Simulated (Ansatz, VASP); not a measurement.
# MoH4: VASP beside Ansatz

The input INCAR:

```
ALGO = Normal
EDIFF = 1E-6
ENCUT = 520
GGA = PE
ISIF = 2
ISMEAR = 0
LASPH = T
LCHARG = F
LREAL = F
LWAVE = F
NBANDS = 17
NELM = 100
PREC = Accurate
SIGMA = 0.1
```

Contents of KPOINTS:

```
k-points
0
Gamma
  4 4 4
```

POSCAR

```
MoH4
1.0
    3.8310019600      0.0000000000      0.0000000000
    0.0000000000      3.8310019600      0.0000000000
    0.0000000000      0.0000000000      5.4178549300
H Mo
4 1
Direct
    0.5000000000      0.0000000000      0.2500000000
    0.0000000000      0.5000000000      0.7500000000
    0.5000000000      0.0000000000      0.7500000000
    0.0000000000      0.5000000000      0.2500000000
    0.0000000000      0.0000000000      0.0000000000
```

Input for Ansatz:

```yaml
crystal:
  lattice:
    - [3.83100196, 0.0, 0.0]
    - [0.0, 3.83100196, 0.0]
    - [0.0, 0.0, 5.41785493]
  atoms:
    - { symbol: H, position: [0.5, 0.0, 0.25] }
    - { symbol: H, position: [0.0, 0.5, 0.75] }
    - { symbol: H, position: [0.5, 0.0, 0.75] }
    - { symbol: H, position: [0.0, 0.5, 0.25] }
    - { symbol: Mo, position: [0.0, 0.0, 0.0] }
basis:
  ecutwfc: 420
kpoints:
  mp_grid: { grid: [4, 4, 4] }
hamiltonian:
  xc: pbe
scf:
  occupations: { method: gaussian, width: 0.1 }
  lower_state_search: "off"
output:
  forces: true
  stress: true
  eigenvalues: true
```

Change from the starting cell: ordered vacancies on the cation sites of fluorite (P4/mmm, No. 123).

Alike in both runs: task single point; functional PBE; k mesh 4 × 4 × 4; occupations gaussian, width 0.1 eV; no spin polarisation.

|  | VASP | Ansatz |
| --- | --- | --- |
| version | VASP 6.6.1 | Ansatz 0.2.0 |
| potentials or method | VASP PAW PBE potentials, release 64 (H, Mo_sv), cutoff 520 eV | scalar-relativistic, plane waves, PAW |
| valence electrons in the cell | 18 | 18 |

|  | VASP | Ansatz | Ansatz less VASP |
| --- | --- | --- | --- |
| gap on the k mesh at the Fermi level (eV) | none | none | - |
| pressure (GPa) | -21.6 | -21.5 | +0.08 |
| traceless stress, the component that is largest in VASP (GPa) | 5.75 | 5.75 | +0.007 |
| rms of the force components (eV/Å) | 0.730 | 0.731 | +0.0006 |

Atom by atom the forces differ by 0.001 eV/Å (rms over components). A gap of «none» marks a metal or a gap that the smearing closes.

The k mesh is coarse, so the values compare programs but aren't converged.
